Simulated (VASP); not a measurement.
Set up this calculation in VASP 6.6.1, as the native input.

```yaml
Task: single point
Functional: PBE
Potentials_or_basis: VASP PAW PBE potentials, release 64 (Se)
Cutoff: 500 eV
k_mesh: 10 × 10 × 10
Occupations: gaussian, width 0.1 eV
Spin: no spin polarisation
Hubbard_terms: Se p U = 6.2 eV
Dipole_correction: no
Further_INCAR_settings: ALGO = Normal; EDIFF = 1e-06; NBANDS = 9
```

The structure of Se lies in POSCAR:

```
Se
1.0
   -1.7034486149      1.7034486149      1.7034486149
    1.7034486149     -1.7034486149      1.7034486149
    1.7034486149      1.7034486149     -1.7034486149
Se
1
Direct
    0.0000000000      0.0000000000      0.0000000000
```

This isn't the form of Se at room conditions, which is trigonal, of chains.

The input as run:

INCAR

```
  PREC = Accurate
  ENCUT = 500
  EDIFF = 1E-6
  ISMEAR = 0
  SIGMA = 0.1
  LREAL = F
  LASPH = T
  NELM = 200
  ALGO = Normal
  ISIF = 2
  LWAVE = F
  LCHARG = F
  LDAU = T
  LDAUTYPE = 2
  LDAUL = 1
  LDAUU = 6.2
  LDAUJ = 0
  LDAUPRINT = 1
  GGA = PE
  NBANDS = 9
  GGA_COMPAT = F
```

KPOINTS

```
regular mesh
0
Gamma
  10 10 10
```

Potentials or basis: VASP PAW PBE potentials, release 64 (Se).

Command:

```console
$ cat potpaw_PBE.64/Se/POTCAR > POTCAR
$ mpirun -np 1 vasp_std > vasp.out
```

It gave:

- Pressure: 4.4 GPa
- Band gap on the k mesh: zero (bands 3 and 4 overlap by 6.65 eV)

Caveat: the cell stands under pressure; U without spin polarisation on a metal has little footing.

Wall time 6.1 s on 1 thread of Intel(R) Xeon(R) Platinum 8375C CPU @ 2.90GHz (Ice Lake), on a shared host, peak memory 0.13 GiB.
